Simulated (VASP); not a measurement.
A run of VASP 6.6.1 is set up as follows.

File INCAR:

```
ALGO = Normal
EDIFF = 1E-6
ENCUT = 520
GGA = PS
ISIF = 2
ISMEAR = 0
LASPH = T
LCHARG = F
LREAL = F
LWAVE = F
NBANDS = 11
NELM = 80
PREC = Accurate
SIGMA = 0.05
```

KPOINTS

```
k-points
0
Gamma
  10 10 10
```

File POSCAR:

```
BeS
1.0
    0.0000000000      2.5643573413      2.4051372550
    2.4051372550      0.0000000000      2.4051372550
    2.4051372550      2.5643573413      0.0000000000
Be S
1 1
Direct
    0.0000000000      0.0000000000      0.0000000000
    0.7500000000      0.7500000000      0.7500000000
```

Potentials or basis: VASP PAW PBE potentials, release 64 (Be, S).

Command:

```console
$ cat potpaw_PBE.64/Be/POTCAR potpaw_PBE.64/S/POTCAR > POTCAR
$ mpirun -np 1 vasp_std > vasp.out
```

(1) What does it give for the pressure?

(2) Predict the band gap on the k mesh.

## Answers

(1) -4.1 GPa.

(2) 2.74 eV (least direct gap 5.23 eV).

Caveat: the cell stands under tension; the PAW data sets were made with another functional, which shifts forces and pressure a little.
